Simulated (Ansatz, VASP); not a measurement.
One calculation of SiB6, two programs

File INCAR:

```
PREC = Accurate ; ENCUT = 520
EDIFF = 1E-8 ; ISMEAR = -1
SIGMA = 0.05 ; LREAL = False
LASPH = True ; NELM = 60
ALGO = Normal ; ISIF = 2
LWAVE = False ; LCHARG = False
GGA = PE ; LEFG = True
NBANDS = 20
```

KPOINTS

```
regular mesh
0
Gamma
  7 7 7
```

Contents of POSCAR:

```
SiB6
1.0
    4.1300000000      0.0000000000      0.0000000000
    0.0000000000      4.1300000000      0.0000000000
    0.0000000000      0.0000000000      4.1300000000
Si B
1 6
Direct
    0.0000000000      0.0000000000      0.0000000000
    0.2100000000      0.5000000000      0.5000000000
    0.5000000000      0.2100000000      0.5000000000
    0.7900000000      0.5000000000      0.5000000000
    0.5000000000      0.7900000000      0.5000000000
    0.5000000000      0.5000000000      0.2100000000
    0.5000000000      0.5000000000      0.7900000000
```

Input for Ansatz:

```yaml
crystal:
  lattice:
    - [4.13, 0.0, 0.0]
    - [0.0, 4.13, 0.0]
    - [0.0, 0.0, 4.13]
  atoms:
    - { symbol: Si, position: [0.0, 0.0, 0.0] }
    - { symbol: B, position: [0.21, 0.5, 0.5] }
    - { symbol: B, position: [0.5, 0.21, 0.5] }
    - { symbol: B, position: [0.79, 0.5, 0.5] }
    - { symbol: B, position: [0.5, 0.79, 0.5] }
    - { symbol: B, position: [0.5, 0.5, 0.21] }
    - { symbol: B, position: [0.5, 0.5, 0.79] }
kpoints:
  mp_grid: { grid: [7, 7, 7] }
scf:
  occupations: { method: fermi_dirac, width: 0.05 }
hamiltonian:
  xc: pbe
  pseudopotentials: { kind: paw }
output:
  forces: true
  stress: true
  populations: true
  efg: { quadrupole_moments_barn: { B: 0.04059 }, contact_densities: true }
  write_density: true
  write_potential: true
  elf: true
  volumetric_format: npy
```

Alike in both runs: task electric field gradients; functional PBE; k mesh 7 × 7 × 7; occupations fermi-dirac, width 0.05 eV; no spin polarisation.

|  | VASP | Ansatz |
| --- | --- | --- |
| version | VASP 6.6.1 | Ansatz 0.2.0 |
| potentials or method | VASP PAW PBE potentials, release 64 (Si, B) | plane-wave PAW, scalar-relativistic |
| plane-wave cutoff (eV) | 520 | 420 |
| valence electrons in the cell | 22 | 22 |

```tsv
	VASP	Ansatz	Ansatz less VASP
pressure (GPa)	4.1	4.0	-0.09
rms of the force components (eV/Å)	1.447	1.425	-0.0224
size of Vzz on the site where it differs most (V/Å²)	15.0	12.3	-2.74
```

Atom by atom the forces differ by 0.022 eV/Å (rms over components).
